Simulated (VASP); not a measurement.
The system is HoAuCl4.

```
Ho Au Cl
1.0
     4.21788    0.00000    0.00000
     0.00000    4.21788    0.00000
     0.00000    0.00000    7.27010
Ho Au Cl
1 1 4
Cartesian
  0.0000 0.0000 0.0000
  2.1089 2.1089 3.6350
  2.1089 0.0000 0.0000
  0.0000 2.1089 0.0000
  0.0000 0.0000 2.0138
  0.0000 0.0000 5.2563
```

The cell was generated, and may not be a known phase.

```yaml
Program: VASP 6.6.1
Task: relaxation of cell and atoms
Functional: PBE
Potentials_or_basis: VASP PAW PBE potentials, release 64 (Ho_3, Au, Cl), 4f in core
Cutoff: 500 eV
k_mesh: 4 × 4 × 4
Occupations: gaussian, width 0.1 eV
Spin: no spin polarisation
```

At the start: pressure 66.4 GPa; volume 21.56 Å³/atom.

Task: Where does the relaxation end?

Result: Over 15 steps the energy falls by 2395.0 meV/atom and the volume is 37.58 Å³/atom (+74.3 %); space group P4/mmm (No. 123, to 0.1 Å) before and after.

The path:
```
step  energy change (eV)  largest force (eV/Å)  pressure (GPa)  volume (Å³)
   1              0.0000               15.6699           66.44       129.34
   2             -8.7508                0.4730           -4.67       378.14
   3            -13.3756                2.0098            0.53       218.48
   4            -13.4077                1.9793            0.95       215.41
   5            -13.4516                1.8599            2.34       206.63
   6            -14.0664                1.4730           -0.65       222.16
   7            -14.1532                1.0744           -1.80       234.61
   8            -14.1584                1.1793           -1.61       231.72
   9            -14.3093                0.3022           -0.20       222.95
  10            -14.3105                0.1929           -0.03       222.10
  11            -14.3477                0.1668            0.17       221.08
  12            -14.3588                0.1424            0.39       220.08
  13            -14.3663                0.1430            0.07       223.29
  14            -14.3677                0.1465           -0.13       225.43
  15            -14.3701                0.0112           -0.02       225.49
```

Final structure:
```xyz
6
Lattice="5.1435 0.0000 0.0000 0.0000 5.1435 0.0000 0.0000 0.0000 8.5234" Properties=species:S:1:pos:R:3 pbc="T T T"
Ho    0.0000    0.0000    0.0000
Au    2.5717    2.5717    4.2617
Cl    2.5717    0.0000    0.0000
Cl    0.0000    2.5717    0.0000
Cl    5.1435    0.0000    2.6239
Cl    0.0000    0.0000    5.8995
```

Caveat: the volume moved by over 15 % at a fixed basis, so the end points are rough.
